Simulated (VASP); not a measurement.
# Ta3N4 (P-42m) in VASP: a series of runs

Runs on Ta3N4. Level: PBE. Tasks: single point.

All numbers are computed with VASP 6.6.1; they aren't measurements. Logs are shortened: lines on timing, memory, paths and dates and some standing lists are left out, and cuts for length are marked.

**1. The cell of the first run**

Symmetry: P-42m, No. 111, tetragonal system. The conventional cell has a = 4.407 Å, b = 4.407 Å, c = 4.561 Å, α = 90.00°, β = 90.00°, γ = 90.00°. Within 2.6 Å of Ta (site symmetry -42m) lie 4 N at 1.98 Å and 2 Ta at 2.28 Å. Ta (site symmetry -42m) has 4 N at 1.93 Å and 2 Ta at 2.28 Å within 2.6 Å. Within 2.6 Å of Ta (site symmetry -42m) lie 4 N at 1.93 Å. Within 2.6 Å of N (site symmetry m) lie 3 Ta at 1.93 to 1.98 Å.

The cell was generated, and may not be a known phase.

**2. Single point, PBE, collinear spin**

INCAR reads:

```
  ALGO = Normal
  EDIFF = 1E-6
  ENCUT = 520
  GGA = PE
  ISIF = 2
  ISMEAR = 0
  ISPIN = 2
  LASPH = T
  LCHARG = T
  LELF = T
  LMAXMIX = 4
  LORBIT = 11
  LREAL = F
  LVHAR = T
  LWAVE = F
  MAGMOM = 1 1 1 0 0 0 0
  NBANDS = 40
  NELM = 150
  PREC = Accurate
  SIGMA = 0.1
```

KPOINTS reads:

```
k-points
0
Gamma
  4 4 4
```

POSCAR reads:

```
Ta3N4
1.0
    4.4071528900      0.0000000000      0.0000000000
    0.0000000000      4.4071528900      0.0000000000
    0.0000000000      0.0000000000      4.5614660600
Ta N
3 4
Direct
    0.0000000000      0.0000000000      0.0000000000
    0.0000000000      0.0000000000      0.5000000000
    0.5000000000      0.5000000000      0.0000000000
    0.2554910200      0.2554910200      0.2597206200
    0.7445089800      0.7445089800      0.2597206200
    0.7445089800      0.2554910200      0.7402793800
    0.2554910200      0.7445089800      0.7402793800
```

Potentials or basis: VASP PAW PBE potentials, release 64 (Ta_pv, N).

Launch:

```bash
$ cat potpaw_PBE.64/Ta_pv/POTCAR potpaw_PBE.64/N/POTCAR > POTCAR
$ mpirun -np 1 vasp_std > vasp.out
```

OUTCAR:

```text
EDIFF = 1E-6
   ENCUT = 520
   GGA = PE
   ISIF = 2
   ISMEAR = 0
   ISPIN = 2
   LASPH = T
   LORBIT = 11
   LREAL = F
   NELM = 150
   PREC = Accurate

 ion  position               nearest neighbor table
   1  0.000  0.000  0.000-   4 1.98   5 1.98   6 1.98   7 1.98   2 2.28   2 2.28   3 3.12   3 3.12
                             3 3.12   3 3.12
   2  0.000  0.000  0.500-   4 1.93   5 1.93   6 1.93   7 1.93   1 2.28   1 2.28
   3  0.500  0.500  0.000-   4 1.93   5 1.93   6 1.93   7 1.93   1 3.12   1 3.12   1 3.12   1 3.12

   4  0.255  0.255  0.260-   3 1.93   2 1.93   1 1.98
   5  0.745  0.745  0.260-   3 1.93   2 1.93   1 1.98
   6  0.745  0.255  0.740-   3 1.93   2 1.93   1 1.98
   7  0.255  0.745  0.740-   3 1.93   2 1.93   1 1.98

  LATTYP: Found a simple tetragonal cell.
 ALAT       =     4.4071528900
 C/A-ratio  =     1.0350142538

  Lattice vectors:

 A1 = (   4.4071528900,   0.0000000000,   0.0000000000)
 A2 = (   0.0000000000,   4.4071528900,   0.0000000000)
 A3 = (   0.0000000000,   0.0000000000,   4.5614660600)

Analysis of symmetry for initial positions (statically):
=====================================================================
 Subroutine PRICEL returns:
 Original cell was already a primitive cell.

 Routine SETGRP: Setting up the symmetry group for a
 simple tetragonal supercell.

 Subroutine GETGRP returns: Found  8 space group operations
 (whereof  8 operations were pure point group operations)
 out of a pool of 16 trial point group operations.

The static configuration has the point symmetry D_2d.

Analysis of symmetry for dynamics (positions and initial velocities):
=====================================================================
 Subroutine PRICEL returns:
 Original cell was already a primitive cell.

 Routine SETGRP: Setting up the symmetry group for a
 simple tetragonal supercell.

 Subroutine GETGRP returns: Found  8 space group operations
 (whereof  8 operations were pure point group operations)
 out of a pool of 16 trial point group operations.

The dynamic configuration has the point symmetry D_2d.

Analysis of structural, dynamic, and magnetic symmetry:
=====================================================================
 Subroutine PRICEL returns:
 Original cell was already a primitive cell.

 Routine SETGRP: Setting up the symmetry group for a
 simple tetragonal supercell.

 Subroutine GETGRP returns: Found  8 space group operations
 (whereof  8 operations were pure point group operations)
 out of a pool of 16 trial point group operations.

The overall configuration has the point symmetry D_2d.

 Subroutine INISYM returns: Found  8 space group operations
 (whereof  8 operations are pure point group operations),
 and found     1 'primitive' translations

----------------------------------------------------------------------------------------

                                     Primitive cell

  volume of cell :      88.5973

  direct lattice vectors                    reciprocal lattice vectors
     4.407152890  0.000000000  0.000000000     0.226903859  0.000000000  0.000000000
     0.000000000  4.407152890  0.000000000     0.000000000  0.226903859  0.000000000
     0.000000000  0.000000000  4.561466060     0.000000000  0.000000000  0.219227763

  length of vectors
     4.407152890  4.407152890  4.561466060     0.226903859  0.226903859  0.219227763

  position of ions in fractional coordinates (direct lattice)
     0.000000000  0.000000000  0.000000000
     0.000000000  0.000000000  0.500000000
     0.500000000  0.500000000  0.000000000
     0.255491020  0.255491020  0.259720620
     0.744508980  0.744508980  0.259720620
     0.744508980  0.255491020  0.740279380
     0.255491020  0.744508980  0.740279380

  ion indices of the primitive-cell ions
   primitive index   ion index
                 1           1
                 2           2
                 3           3
                 4           4
                 5           5
                 6           6
                 7           7

----------------------------------------------------------------------------------------

 KPOINTS: k-points

Automatic generation of k-mesh.
 Grid dimensions read from file:
 generate k-points for:    4    4    4

 Generating k-lattice:

  Cartesian coordinates                     Fractional coordinates (reciprocal lattice)
     0.056725965  0.000000000  0.000000000     0.250000000  0.000000000  0.000000000
     0.000000000  0.056725965  0.000000000     0.000000000  0.250000000  0.000000000
     0.000000000  0.000000000  0.054806941     0.000000000  0.000000000  0.250000000

  Length of vectors
     0.056725965  0.056725965  0.054806941

  Shift w.r.t. Gamma in fractional coordinates (k-lattice)
     0.000000000  0.000000000  0.000000000

 Subroutine IBZKPT returns following result:
 ===========================================

 Found     18 irreducible k-points:

 Following reciprocal coordinates:
            Coordinates               Weight
  0.000000  0.000000  0.000000      1.000000
  0.250000  0.000000  0.000000      4.000000
  0.500000  0.000000  0.000000      2.000000
  0.250000  0.250000  0.000000      4.000000
  0.500000  0.250000  0.000000      4.000000
  0.500000  0.500000  0.000000      1.000000
[... 10 lines left out ...]
  0.500000  0.250000  0.500000      4.000000
  0.500000  0.500000  0.500000      1.000000
   k-points           NKPTS =     18   k-points in BZ     NKDIM =     18   number of bands    NBANDS=     40
   number of dos      NEDOS =    301   number of ions     NIONS =      7
   total plane-waves  NPLWV =  46656
   dimension x,y,z NGX =    36 NGY =   36 NGZ =   36
   dimension x,y,z NGXF=    72 NGYF=   72 NGZF=   72
   ions per type =               3   4
   NGX,Y,Z   is equivalent  to a cutoff of  13.58, 13.58, 13.12 a.u.
   NGXF,Y,Z  is equivalent  to a cutoff of  27.16, 27.16, 26.24 a.u.
 SYSTEM =  unknown system
   PREC   = accura    normal or accurate (medium, high low for compatibility)
   ISTART =      0    job   : 0-new  1-cont  2-samecut
   ICHARG =      2    charge: 1-file 2-atom 10-const
   ISPIN  =      2    spin polarized calculation?
   LNONCOLLINEAR =      F non collinear calculations
   LSORBIT =      F    spin-orbit coupling
   LASPH  =      T    aspherical Exc in radial PAW
   ENCUT  =  520.0 eV  38.22 Ry    6.18 a.u.   8.19  8.19  8.48*2*pi/ulx,y,z
   NELM   =    150;   NELMIN=  2; NELMDL= -5     # of ELM steps
   EDIFF  = 0.1E-05   stopping-criterion for ELM
   LREAL  =      F    real-space projection
   EDIFFG = 0.1E-04   stopping-criterion for IOM
   NSW    =      0    number of steps for IOM
   IBRION =     -1    ionic relax: 0-MD 1-quasi-New 2-CG
   NFREE  =      0    steps in history (QN), initial steepest desc. (CG)
   ISIF   =      2    stress and relaxation
   ISYM   =      2    0-nonsym 1-usesym 2-fastsym
   POTIM  = 0.5000    time-step for ionic-motion
   TEBEG  =    0.0;   TEEND  =   0.0 temperature during run
   PSTRESS=    0.0 pullay stress
   NELECT =      53.0000    total number of electrons
   NUPDOWN=      -1.0000    fix difference up-down
   EMIN   =  10.00;   EMAX   =-10.00  energy-range for DOS
   EFERMI =   0.00;   METHOD = LEGACY
   ISMEAR =     0;   SIGMA  =   0.10  broadening in eV -4-tet -1-fermi 0-gaus
   EFERMI_NEDOS =   21; number of points for ismear=-14 and -15
   IALGO  =     38    algorithm
   IMIX   =      4    mixing-type and parameters
     AMIX     =   0.40;   BMIX     =  1.00
     AMIX_MAG =   1.60;   BMIX_MAG =  1.00
  volume/ion in A,a.u.               =      12.66        85.41
  Fermi-wavevector in a.u.,A,eV,Ry     =   1.379410  2.606706 25.888767  1.902771
  Thomas-Fermi vector in A             =   2.504382
   LORBIT       =     11    0 simple, 1 ext, 2 COOP (PROOUT), +10 PAW based schemes
   GGA     = PE    functional components
   LHFCALC =     F    Hartree Fock is set to
   AEXX    =    0.0000 exact exchange contribution
   IVDW    =     0    specifies the selected vdW correction
   LEPSILON=     F    determine dielectric tensor
   LRPA    =     F    only Hartree local field effects (RPA)
 spin polarized calculation
 Gauss-broadening in eV      SIGMA  =   0.10
  energy-cutoff  :      520.00
  volume of cell :       88.60
 maximum number of plane-waves:      2432
 NGX is ok and might be reduce to    36
   NGX = 17   NGY = 17   NGZ = 17

 number of electron      53.0000005 magnetization      -0.0358324

 number of electron      53.0000005 magnetization       0.0009158

 Free energy of the ion-electron system (eV)
  ---------------------------------------------------
  ext. energy  EPLUGINS =         0.00000000
  ---------------------------------------------------
  free energy    TOTEN  =       -67.62357623 eV

  energy without entropy =      -67.60227323  energy(sigma->0) =      -67.61292473

 E-fermi :   5.5829     XC(G=0): -11.5857

 val. band max:        5.5696988683   @ k =   0.2500   0.2500   0.5000
 cond. band min:       5.5987682112   @ k =   0.5000   0.2500   0.5000
 fundamental gap:      0.0290693429
 Fermi energy:         5.5829081133

 spin component 1

 k-point     1 :       0.0000    0.0000    0.0000
  band No.  band energies     occupation
      1     -32.3557      1.00000
      2     -29.9934      1.00000
      3     -29.9934      1.00000
      4     -29.5573      1.00000
      5     -29.5573      1.00000
      6     -29.4677      1.00000
[... 30 lines left out ...]
     37      12.0188      0.00000
     38      13.4006      0.00000

 k-point     2 :       0.2500    0.0000    0.0000
  band No.  band energies     occupation
      1     -32.3547      1.00000
      2     -29.9619      1.00000
      3     -29.9583      1.00000
      4     -29.5845      1.00000
      5     -29.5802      1.00000
      6     -29.4656      1.00000
[... 30 lines left out ...]
     37      12.0616      0.00000
     38      12.5030      0.00000
[... 613 lines left out ...]
     37      11.4855      0.00000
     38      11.5051      0.00000

 k-point    18 :       0.5000    0.5000    0.5000
  band No.  band energies     occupation
      1     -30.2113      1.00000
      2     -30.0699      1.00000
      3     -29.8356      1.00000
      4     -29.8356      1.00000
      5     -29.5300      1.00000
      6     -29.5300      1.00000
[... 30 lines left out ...]
     37      10.6947      0.00000
     38      11.1783      0.00000
 Fermi energy:         5.5829081133

 spin component 2

 k-point     1 :       0.0000    0.0000    0.0000
  band No.  band energies     occupation
      1     -32.3555      1.00000
      2     -29.9933      1.00000
      3     -29.9933      1.00000
      4     -29.5570      1.00000
      5     -29.5570      1.00000
      6     -29.4675      1.00000
[... 30 lines left out ...]
     37      12.0192      0.00000
     38      13.4009      0.00000

 k-point     2 :       0.2500    0.0000    0.0000
  band No.  band energies     occupation
      1     -32.3546      1.00000
      2     -29.9617      1.00000
      3     -29.9581      1.00000
      4     -29.5842      1.00000
      5     -29.5799      1.00000
      6     -29.4654      1.00000
[... 30 lines left out ...]
     37      12.0620      0.00000
     38      12.5033      0.00000
[... 613 lines left out ...]
     37      11.4858      0.00000
     38      11.5054      0.00000

 k-point    18 :       0.5000    0.5000    0.5000
  band No.  band energies     occupation
      1     -30.2111      1.00000
      2     -30.0698      1.00000
      3     -29.8354      1.00000
      4     -29.8354      1.00000
      5     -29.5298      1.00000
      6     -29.5298      1.00000
[... 30 lines left out ...]
     37      10.6950      0.00000
     38      11.1786      0.00000
 [bands above 38 left out]

------------------------ aborting loop because EDIFF is reached ----------------------------------------

  FORCE on cell =-STRESS in cart. coord.  units (eV):
  Direction    XX          YY          ZZ          XY          YZ          ZX
  --------------------------------------------------------------------------------------
  -------------------------------------------------------------------------------------
  Total       18.4097866     18.4097866     45.3810137      0.0000000      0.0000000      0.0000000
  in kB      332.9190560    332.9190560    820.6615637      0.0000000      0.0000000      0.0000000
  external PRESSURE =     495.4998919 kB  Pullay stress =       0.0000000 kB

 VOLUME and BASIS-vectors are now :
 -----------------------------------------------------------------------------
  energy-cutoff  :      520.00
  volume of cell :       88.60
      direct lattice vectors                 reciprocal lattice vectors
     4.407152890  0.000000000  0.000000000     0.226903859  0.000000000  0.000000000
     0.000000000  4.407152890  0.000000000     0.000000000  0.226903859  0.000000000
     0.000000000  0.000000000  4.561466060     0.000000000  0.000000000  0.219227763

 POSITION                                       TOTAL-FORCE (eV/Angst)
 -----------------------------------------------------------------------------------
      0.00000      0.00000      0.00000         0.000000     -0.000000      0.000000
      0.00000      0.00000      2.28073         0.000000     -0.000000      0.000000
      2.20358      2.20358      0.00000         0.000000     -0.000000      0.000000
      1.12599      1.12599      1.18471         1.425418      1.425418     -0.652205
      3.28116      3.28116      1.18471        -1.425418     -1.425418     -0.652205
      3.28116      1.12599      3.37676        -1.425418      1.425418      0.652205
      1.12599      3.28116      3.37676         1.425418     -1.425418      0.652205
 -----------------------------------------------------------------------------------
    total drift:                                0.000000      0.000000     -0.000000

  FREE ENERGIE OF THE ION-ELECTRON SYSTEM (eV)
  ---------------------------------------------------
  free  energy   TOTEN  =       -67.6235762269 eV

  energy  without entropy=      -67.6022732268  energy(sigma->0) =      -67.61292473

 total charge

# of ion       s       p       d       tot
------------------------------------------
    1        0.419   6.326   2.940   9.685
    2        0.426   6.342   2.910   9.678
    3        0.393   6.325   2.521   9.239
    4        1.281   2.539   0.000   3.819
    5        1.281   2.539   0.000   3.819
    6        1.281   2.539   0.000   3.819
    7        1.281   2.539   0.000   3.819
--------------------------------------------------
tot          6.360  29.149   8.372  43.880

 magnetization (x)

# of ion       s       p       d       tot
------------------------------------------
    1        0.000   0.000   0.000   0.000
    2        0.000   0.000   0.000   0.000
    3        0.000   0.000   0.000   0.000
    4       -0.000  -0.000   0.000  -0.000
    5       -0.000  -0.000   0.000  -0.000
    6       -0.000  -0.000   0.000  -0.000
    7       -0.000  -0.000   0.000  -0.000
--------------------------------------------------
tot          0.000  -0.000   0.001   0.001
```

It took 2.4 min on 1 thread of AMD EPYC 7R13 (Zen 3), shared host; peak memory 0.26 GiB.

What came out:

```
Free energy                                           : -67.6236 eV
Pressure                                              : 49.5 GPa
Largest force                                         : 2.119 eV/Å
Net moment                                            : 0.00 μB per cell
Valence electrons inside the program's atomic spheres : Ta 9.69, 9.68, 9.24; N 3.82
```

Forces in eV/Å, atoms in the order of the input:
```
Ta   0.000  0.000  0.000
Ta   0.000  0.000  0.000
Ta   0.000  0.000  0.000
N    1.425  1.425 -0.652
N   -1.425 -1.425 -0.652
N   -1.425  1.425  0.652
N    1.425 -1.425  0.652
```

Stress tensor (GPa, compression positive):
```
33.29  0.00  0.00
 0.00 33.29  0.00
 0.00  0.00 82.07
```

Levels at points of the mesh, in eV from the Fermi level:
Spin up:
| k point | band 24 | band 25 | band 26 | band 27 | band 28 | band 29 |
| --- | --- | --- | --- | --- | --- | --- |
| (0.00, 0.00, 0.00) | -2.93 | -2.01 | -2.01 | -0.50 | -0.50 | -0.27 |
| (0.50, 0.00, 0.00) | -2.86 | -2.72 | -2.58 | 0.47 | 1.22 | 1.47 |
| (0.50, 0.50, 0.00) | -3.06 | -3.06 | -2.07 | 0.53 | 2.05 | 2.45 |
| (0.00, 0.00, 0.50) | -2.26 | -2.26 | -0.29 | -0.29 | 0.24 | 0.70 |
| (0.50, 0.00, 0.50) | -3.89 | -3.61 | -0.52 | 0.19 | 0.45 | 0.82 |
| (0.50, 0.50, 0.50) | -3.49 | -3.13 | 0.55 | 0.56 | 1.13 | 1.93 |
Spin down:
| k point | band 24 | band 25 | band 26 | band 27 | band 28 | band 29 |
| --- | --- | --- | --- | --- | --- | --- |
| (0.00, 0.00, 0.00) | -2.93 | -2.01 | -2.01 | -0.50 | -0.50 | -0.27 |
| (0.50, 0.00, 0.00) | -2.86 | -2.72 | -2.58 | 0.47 | 1.22 | 1.47 |
| (0.50, 0.50, 0.00) | -3.06 | -3.06 | -2.07 | 0.53 | 2.05 | 2.45 |
| (0.00, 0.00, 0.50) | -2.26 | -2.26 | -0.29 | -0.29 | 0.24 | 0.70 |
| (0.50, 0.00, 0.50) | -3.89 | -3.61 | -0.52 | 0.19 | 0.45 | 0.82 |
| (0.50, 0.50, 0.50) | -3.49 | -3.13 | 0.55 | 0.56 | 1.13 | 1.93 |

Caveat: the stress differs along the axes, from 33 to 82 GPa; spin-orbit coupling is left out, which moves the levels of the heavy elements; forces of over 1 eV/Å act on the atoms, so gaps and moduli don't describe the material at rest.

(Part 1 of 2 ends here.)
